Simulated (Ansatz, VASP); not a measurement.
**One calculation of AlNi3, two programs**

INCAR

```
  PREC = Accurate
  ENCUT = 520
  EDIFF = 1E-7
  ISMEAR = 0
  SIGMA = 0.15
  LREAL = F
  LASPH = T
  NELM = 150
  ALGO = Normal
  ISIF = 2
  LWAVE = F
  LCHARG = T
  ISPIN = 2
  MAGMOM = 0 0.3 0.3 0.3
  LORBIT = 11
  LMAXMIX = 4
  GGA = PE
  LELF = T
  LVHAR = T
  NBANDS = 28
```

KPOINTS

```
regular mesh
0
Gamma
  14 14 14
```

File POSCAR:

```
AlNi3
1.0
    3.5666788946      0.0000000000      0.0000000000
    0.0000000000      3.5666788946      0.0000000000
    0.0000000000      0.0000000000      3.5666788946
Al Ni
1 3
Direct
    0.0000000000      0.0000000000      0.0000000000
    0.0000000000      0.5000000000      0.5000000000
    0.5000000000      0.0000000000      0.5000000000
    0.5000000000      0.5000000000      0.0000000000
```

Input for Ansatz:

```yaml
crystal:
  lattice:
    - [3.5666788918, 0.0, 0.0]
    - [0.0, 3.5666788918, 0.0]
    - [0.0, 0.0, 3.5666788918]
  atoms:
    - { symbol: Al, position: [0.0, 0.0, 0.0] }
    - { symbol: Ni, position: [0.0, 0.5, 0.5], spin: 0.3 }
    - { symbol: Ni, position: [0.5, 0.0, 0.5], spin: 0.3 }
    - { symbol: Ni, position: [0.5, 0.5, 0.0], spin: 0.3 }
basis:
  ecutwfc: 420
kpoints:
  mp_grid: { grid: [14, 14, 14] }
hamiltonian:
  xc: pbe
scf:
  occupations: { method: gaussian, width: 0.15 }
output:
  forces: true
  stress: true
  eigenvalues: true
  populations: true
  write_density: true
  write_potential: true
  elf: true
  volumetric_format: npy
magnetization:
  spin_polarized: true
```

Alike in both runs: task single point; functional PBE; k mesh 14 × 14 × 14; occupations gaussian, width 0.15 eV; collinear spin.

```csv
,VASP,Ansatz
version,VASP 6.6.1,Ansatz 0.2.0
potentials or method,"VASP PAW PBE potentials, release 64 (Al, Ni), cutoff 520 eV","scalar-relativistic, plane waves, PAW"
valence electrons in the cell,33,57
```

|  | VASP | Ansatz | Ansatz less VASP |
| --- | --- | --- | --- |
| gap on the k mesh at the Fermi level (eV) | none | none | - |
| pressure (GPa) | 0.1 | 0.0 | -0.03 |
| net moment per atom (μB) | 0.17 | 0.17 | +0.008 |
| size of the moment on the site where the two differ most (μB) | 0.24 | 0.26 | +0.021 |

Site moments also hang on the region over which each program counts them. A gap of «none» marks a metal or a gap that the smearing closes. With one functional, cell and mesh, what is left measures potentials, basis and numerics. VASP's potentials hold 33 valence electrons a cell and Ansatz's 57, so a difference there can come from the potentials and not from the codes.
